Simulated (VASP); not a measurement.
# SrTiO3 (Imma) in VASP: a series of runs

Runs on SrTiO3. Level: PBEsol. Tasks: single point.

Everything below comes from runs of VASP 6.6.1. Logs are shortened: lines on timing, memory, paths and dates and some standing lists are left out, and cuts for length are marked.

## (1) The cell of the first run

The structure is orthorhombic, space group Imma (No. 74). The conventional cell has a = 5.503 Å, b = 7.782 Å, c = 5.503 Å, α = 90.00°, β = 90.00°, γ = 90.00°. Within 3.5 Å of Sr (site symmetry mm2) lie 12 O at 2.64 to 2.86 Å and 8 Ti at 3.37 Å. Ti (site symmetry 2/m) has 6 O at 1.95 Å within 2.6 Å. Within 2.9 Å of O (site symmetry 2) lie 2 Ti at 1.95 Å and 8 O at 2.64 to 2.87 Å and 4 Sr at 2.70 to 2.81 Å. O (site symmetry mm2) has 2 Ti at 1.95 Å and 8 O at 2.64 to 2.87 Å and 4 Sr at 2.64 to 2.86 Å within 2.9 Å.

## (2) Single point, PBEsol (atoms displaced along a vibrational mode)

Contents of INCAR:

```
PREC = Accurate
ENCUT = 520
EDIFF = 1E-7
ISMEAR = 0
SIGMA = 0.05
LREAL = False
LASPH = True
NELM = 60
ALGO = Normal
ISIF = 2
LWAVE = False
LCHARG = False
GGA = PS
NBANDS = 51
```

Contents of KPOINTS:

```
Automatic mesh
0
Gamma
  6 6 6
```

Contents of POSCAR:

```
SrTiO3
1.0
   -3.8911201354      0.0000000000     -3.8911201354
    0.0000000000     -3.8911201354     -3.8911201354
   -3.8911201354     -3.8911201354      0.0000000000
Sr Ti O
2 2 6
Direct
    0.0000000000      0.0000000000     -0.0008948044
    0.5000000000      0.5000000000      0.5008948044
    0.2500000000      0.2500000000      0.2500000000
    0.7500000000      0.7500000000      0.7500000000
    0.5102219297      0.0102219297      0.4897780703
   -0.0102219297      0.4897780703      0.0102219297
    0.4897780703     -0.0102219297      0.0102219297
    0.0102219297      0.5102219297      0.4897780703
    0.5000000000      0.5000000000      0.0204438594
    1.0000000000      1.0000000000      0.4795561406
```

Potentials or basis: VASP PAW PBE potentials, release 64 (Sr_sv, Ti_sv, O).

Launch:

```console
$ cat potpaw_PBE.64/Sr_sv/POTCAR potpaw_PBE.64/Ti_sv/POTCAR potpaw_PBE.64/O/POTCAR > POTCAR
$ mpirun -np 1 vasp_std > vasp.out
```

OUTCAR:

```text
PREC = Accurate
   ENCUT = 520
   EDIFF = 1E-7
   ISMEAR = 0
   LREAL = False
   LASPH = True
   NELM = 60
   ISIF = 2
   GGA = PS

 ion  position               nearest neighbor table
   1  0.000  0.000  0.999-  10 2.64   8 2.70   5 2.70   6 2.70   7 2.70   9 2.75   9 2.75   6 2.81
                             8 2.81   7 2.81   5 2.81  10 2.86   4 3.37   3 3.37   4 3.37   3 3.37
   2  0.500  0.500  0.501-   9 2.64   7 2.70   6 2.70   8 2.70   5 2.70  10 2.75  10 2.75   7 2.81
                             5 2.81   6 2.81   8 2.81   9 2.86   4 3.37   3 3.37   3 3.37   3 3.37
   3  0.250  0.250  0.250-   5 1.95   6 1.95   7 1.95   8 1.95   9 1.95  10 1.95   1 3.37   2 3.37
                             1 3.37   1 3.37   2 3.37   2 3.37   2 3.37   1 3.37
   4  0.750  0.750  0.750-   5 1.95   6 1.95   7 1.95   8 1.95   9 1.95  10 1.95   1 3.37   2 3.37
                             2 3.37   2 3.37   1 3.37   1 3.37   2 3.37   1 3.37
   5  0.510  0.010  0.490-   3 1.95   4 1.95   1 2.70   2 2.70   2 2.81   1 2.81
   6  0.990  0.490  0.010-   3 1.95   4 1.95   2 2.70   1 2.70   2 2.81   1 2.81
   7  0.490  0.990  0.010-   3 1.95   4 1.95   2 2.70   1 2.70   1 2.81   2 2.81
   8  0.010  0.510  0.490-   3 1.95   4 1.95   1 2.70   2 2.70   1 2.81   2 2.81
   9  0.500  0.500  0.020-   3 1.95   4 1.95   2 2.64   1 2.75   1 2.75   2 2.86
  10  0.000  0.000  0.480-   3 1.95   4 1.95   1 2.64   2 2.75   2 2.75   1 2.86

  LATTYP: Found a face centered cubic cell.
 ALAT       =     7.7822402708

  Lattice vectors:

 A1 = (  -3.8911201354,   0.0000000000,  -3.8911201354)
 A2 = (   0.0000000000,  -3.8911201354,  -3.8911201354)
 A3 = (  -3.8911201354,  -3.8911201354,   0.0000000000)

Analysis of symmetry for initial positions (statically):
=====================================================================
 Subroutine PRICEL returns:
 Original cell was already a primitive cell.

 Routine SETGRP: Setting up the symmetry group for a
 face centered cubic supercell.

 Subroutine GETGRP returns: Found  8 space group operations
 (whereof  4 operations were pure point group operations)
 out of a pool of 48 trial point group operations.

The static configuration has the point symmetry C_2v.
 The point group associated with its full space group is D_2h.

Analysis of symmetry for dynamics (positions and initial velocities):
=====================================================================
 Subroutine PRICEL returns:
 Original cell was already a primitive cell.

 Routine SETGRP: Setting up the symmetry group for a
 face centered cubic supercell.

 Subroutine GETGRP returns: Found  8 space group operations
 (whereof  4 operations were pure point group operations)
 out of a pool of 48 trial point group operations.

The dynamic configuration has the point symmetry C_2v.
 The point group associated with its full space group is D_2h.

 Subroutine INISYM returns: Found  8 space group operations
 (whereof  4 operations are pure point group operations),
 and found     1 'primitive' translations

----------------------------------------------------------------------------------------

                                     Primitive cell

  volume of cell :     117.8295

  direct lattice vectors                    reciprocal lattice vectors
    -3.891120135  0.000000000 -3.891120135    -0.128497703  0.128497703 -0.128497703
     0.000000000 -3.891120135 -3.891120135     0.128497703 -0.128497703 -0.128497703
    -3.891120135 -3.891120135  0.000000000    -0.128497703 -0.128497703  0.128497703

  length of vectors
     5.502874868  5.502874868  5.502874868     0.222564550  0.222564550  0.222564550

  position of ions in fractional coordinates (direct lattice)
     0.000000000  0.000000000  0.999105196
     0.500000000  0.500000000  0.500894804
     0.250000000  0.250000000  0.250000000
     0.750000000  0.750000000  0.750000000
     0.510221930  0.010221930  0.489778070
     0.989778070  0.489778070  0.010221930
     0.489778070  0.989778070  0.010221930
     0.010221930  0.510221930  0.489778070
     0.500000000  0.500000000  0.020443859
     0.000000000  0.000000000  0.479556141

  ion indices of the primitive-cell ions
   primitive index   ion index
                 1           1
                 2           2
                 3           3
                 4           4
                 5           5
                 6           6
                 7           7
                 8           8
                 9           9
                10          10

----------------------------------------------------------------------------------------

 KPOINTS: Automatic mesh

Automatic generation of k-mesh.
 Grid dimensions read from file:
 generate k-points for:    6    6    6

 Generating k-lattice:

  Cartesian coordinates                     Fractional coordinates (reciprocal lattice)
    -0.021416284  0.021416284 -0.021416284     0.166666667  0.000000000  0.000000000
     0.021416284 -0.021416284 -0.021416284     0.000000000  0.166666667  0.000000000
    -0.021416284 -0.021416284  0.021416284     0.000000000  0.000000000  0.166666667

  Length of vectors
     0.037094092  0.037094092  0.037094092

  Shift w.r.t. Gamma in fractional coordinates (k-lattice)
     0.000000000  0.000000000  0.000000000

 Subroutine IBZKPT returns following result:
 ===========================================

 Found     46 irreducible k-points:

 Following reciprocal coordinates:
            Coordinates               Weight
  0.000000  0.000000  0.000000      1.000000
  0.166667  0.000000  0.000000      4.000000
  0.000000  0.000000  0.166667      4.000000
  0.333333  0.000000  0.000000      4.000000
  0.000000  0.000000  0.333333      4.000000
  0.500000  0.000000  0.000000      2.000000
[... 16 lines left out ...]
  0.000000 -0.166667  0.166667      8.000000
  0.166667  0.166667  0.333333      2.000000
 [... further k-points ...]
   k-points           NKPTS =     46   k-points in BZ     NKDIM =     46   number of bands    NBANDS=     51
   number of dos      NEDOS =    301   number of ions     NIONS =     10
   total plane-waves  NPLWV =  74088
   dimension x,y,z NGX =    42 NGY =   42 NGZ =   42
   dimension x,y,z NGXF=    84 NGYF=   84 NGZF=   84
   ions per type =               2   2   6
   NGX,Y,Z   is equivalent  to a cutoff of  12.69, 12.69, 12.69 a.u.
   NGXF,Y,Z  is equivalent  to a cutoff of  25.38, 25.38, 25.38 a.u.
 SYSTEM =  unknown system
   PREC   = accura    normal or accurate (medium, high low for compatibility)
   ISTART =      0    job   : 0-new  1-cont  2-samecut
   ICHARG =      2    charge: 1-file 2-atom 10-const
   ISPIN  =      1    spin polarized calculation?
   LNONCOLLINEAR =      F non collinear calculations
   LSORBIT =      F    spin-orbit coupling
   LASPH  =      T    aspherical Exc in radial PAW
   ENCUT  =  520.0 eV  38.22 Ry    6.18 a.u.  10.23 10.23 10.23*2*pi/ulx,y,z
   NELM   =     60;   NELMIN=  2; NELMDL= -5     # of ELM steps
   EDIFF  = 0.1E-06   stopping-criterion for ELM
   LREAL  =      F    real-space projection
   EDIFFG = 0.1E-05   stopping-criterion for IOM
   NSW    =      0    number of steps for IOM
   IBRION =     -1    ionic relax: 0-MD 1-quasi-New 2-CG
   NFREE  =      0    steps in history (QN), initial steepest desc. (CG)
   ISIF   =      2    stress and relaxation
   ISYM   =      2    0-nonsym 1-usesym 2-fastsym
   POTIM  = 0.5000    time-step for ionic-motion
   TEBEG  =    0.0;   TEEND  =   0.0 temperature during run
   PSTRESS=    0.0 pullay stress
   NELECT =      80.0000    total number of electrons
   NUPDOWN=      -1.0000    fix difference up-down
   EMIN   =  10.00;   EMAX   =-10.00  energy-range for DOS
   EFERMI =   0.00;   METHOD = LEGACY
   ISMEAR =     0;   SIGMA  =   0.05  broadening in eV -4-tet -1-fermi 0-gaus
   EFERMI_NEDOS =   21; number of points for ismear=-14 and -15
   IALGO  =     38    algorithm
   IMIX   =      4    mixing-type and parameters
     AMIX     =   0.40;   BMIX     =  1.00
     AMIX_MAG =   1.60;   BMIX_MAG =  1.00
  volume/ion in A,a.u.               =      11.78        79.52
  Fermi-wavevector in a.u.,A,eV,Ry     =   1.438865  2.719061 28.168602  2.070334
  Thomas-Fermi vector in A             =   2.557785
   LORBIT       =      0    0 simple, 1 ext, 2 COOP (PROOUT), +10 PAW based schemes
   GGA     = PS    functional components
   LHFCALC =     F    Hartree Fock is set to
   AEXX    =    0.0000 exact exchange contribution
   IVDW    =     0    specifies the selected vdW correction
   LEPSILON=     F    determine dielectric tensor
   LRPA    =     F    only Hartree local field effects (RPA)
 non-spin polarized calculation
 Gauss-broadening in eV      SIGMA  =   0.05
  energy-cutoff  :      520.00
  volume of cell :      117.83
 maximum number of plane-waves:      3218
 NGX is ok and might be reduce to    42
   NGX = 21   NGY = 21   NGZ = 21

 number of electron      80.0000004 magnetization

 Free energy of the ion-electron system (eV)
  ---------------------------------------------------
  ext. energy  EPLUGINS =         0.00000000
  ---------------------------------------------------
  free energy    TOTEN  =       -83.75703687 eV

  energy without entropy =      -83.75703687  energy(sigma->0) =      -83.75703687

 E-fermi :   4.3646     XC(G=0): -11.5963

 val. band max:        4.1582425862   @ k =   0.0000   0.0000   0.0000
 cond. band min:       5.9472545131   @ k =   0.0000   0.0000   0.0000
 fundamental gap:      1.7890119269
 Fermi energy:         4.3645932673

 k-point     1 :       0.0000    0.0000    0.0000
  band No.  band energies     occupation
      1     -52.0466      2.00000
      2     -52.0416      2.00000
      3     -28.4864      2.00000
      4     -28.4842      2.00000
      5     -28.4840      2.00000
      6     -28.4828      2.00000
[... 43 lines left out ...]
     50       9.5367      0.00000
     51      10.2238      0.00000

 k-point     2 :       0.1667    0.0000    0.0000
  band No.  band energies     occupation
      1     -52.0463      2.00000
      2     -52.0419      2.00000
      3     -28.5085      2.00000
      4     -28.4827      2.00000
      5     -28.4819      2.00000
      6     -28.4787      2.00000
[... 1180 lines left out ...]
 k-point    24 :       0.1667    0.1667    0.3333
  band No.  band energies     occupation
      1     -52.0458      2.00000
      2     -52.0424      2.00000
      3     -28.5308      2.00000
      4     -28.4977      2.00000
      5     -28.4689      2.00000
      6     -28.4660      2.00000
[... 43 lines left out ...]
     50      10.3282      0.00000
     51      11.2605      0.00000

 [... further k-points ...]
[... 5 lines left out ...]
  --------------------------------------------------------------------------------------
  -------------------------------------------------------------------------------------
  Total        0.6494191      0.6494191      0.7235907     -0.2043129      0.0000000      0.0000000
  in kB        8.8304268      8.8304268      9.8389707     -2.7781295      0.0000000      0.0000000
  external PRESSURE =       9.1666081 kB  Pullay stress =       0.0000000 kB

 VOLUME and BASIS-vectors are now :
 -----------------------------------------------------------------------------
  energy-cutoff  :      520.00
  volume of cell :      117.83
      direct lattice vectors                 reciprocal lattice vectors
    -3.891120135  0.000000000 -3.891120135    -0.128497703  0.128497703 -0.128497703
     0.000000000 -3.891120135 -3.891120135     0.128497703 -0.128497703 -0.128497703
    -3.891120135 -3.891120135  0.000000000    -0.128497703 -0.128497703  0.128497703

 POSITION                                       TOTAL-FORCE (eV/Angst)
 -----------------------------------------------------------------------------------
     -3.88764     -3.88764      0.00000        -0.184995     -0.184995     -0.000000
     -3.89460     -3.89460     -3.89112         0.184995      0.184995     -0.000000
     -1.94556     -1.94556     -1.94556         0.000000     -0.000000     -0.000000
     -5.83668     -5.83668     -5.83668        -0.000000     -0.000000     -0.000000
     -3.89112     -1.94556     -2.02511         0.000000      0.000000      0.862576
     -3.89112     -1.94556     -5.75713        -0.000000     -0.000000     -0.862576
     -1.94556     -3.89112     -5.75713        -0.000000     -0.000000     -0.862576
     -1.94556     -3.89112     -2.02511         0.000000      0.000000      0.862576
     -2.02511     -2.02511     -3.89112         0.863074      0.863074     -0.000000
     -1.86601     -1.86601      0.00000        -0.863074     -0.863074     -0.000000
 -----------------------------------------------------------------------------------
    total drift:                               -0.000000     -0.000000     -0.000000

  FREE ENERGIE OF THE ION-ELECTRON SYSTEM (eV)
  ---------------------------------------------------
  free  energy   TOTEN  =       -83.7570368729 eV

  energy  without entropy=      -83.7570368729  energy(sigma->0) =      -83.75703687
```

It took 3.8 min on 1 thread of Intel Xeon 6975P-C (Granite Rapids), shared host; peak memory 0.4 GiB.

Results:

* Free energy: -83.7570 eV
* Pressure: 0.9 GPa
* Largest force: 1.221 eV/Å
* Band gap on the k mesh: 1.79 eV

Forces on the atoms (eV/Å):
```
Sr  -0.185 -0.185  0.000
Sr   0.185  0.185  0.000
Ti   0.000  0.000  0.000
Ti   0.000  0.000  0.000
O    0.000  0.000  0.863
O    0.000  0.000 -0.863
O    0.000  0.000 -0.863
O    0.000  0.000  0.863
O    0.863  0.863  0.000
O   -0.863 -0.863  0.000
```

Stress tensor (GPa, compression positive):
```
 0.88 -0.28  0.00
-0.28  0.88  0.00
 0.00  0.00  0.98
```

Levels at points of the mesh, in eV from the valence-band top:
```csv
k point,band 38,band 39,band 40,band 41,band 42,band 43
"(0.00, 0.00, 0.00)",-0.09,-0.07,0.00,1.79,1.80,1.81
"(0.50, 0.00, 0.00)",-0.93,-0.64,-0.64,3.23,3.23,3.32
"(0.00, 0.00, 0.50)",-0.89,-0.78,-0.52,3.26,3.28,3.32
"(0.50, 0.50, 0.00)",-0.78,-0.75,-0.15,1.96,3.66,3.73
"(0.00, 0.50, 0.50)",-0.74,-0.72,-0.13,1.97,3.70,3.71
```

Caveat: the cell differs from its parent crystal (atoms displaced along a vibrational mode); the PAW data sets were made with another functional, which shifts forces and pressure a little.

[end of part 1 of 2]
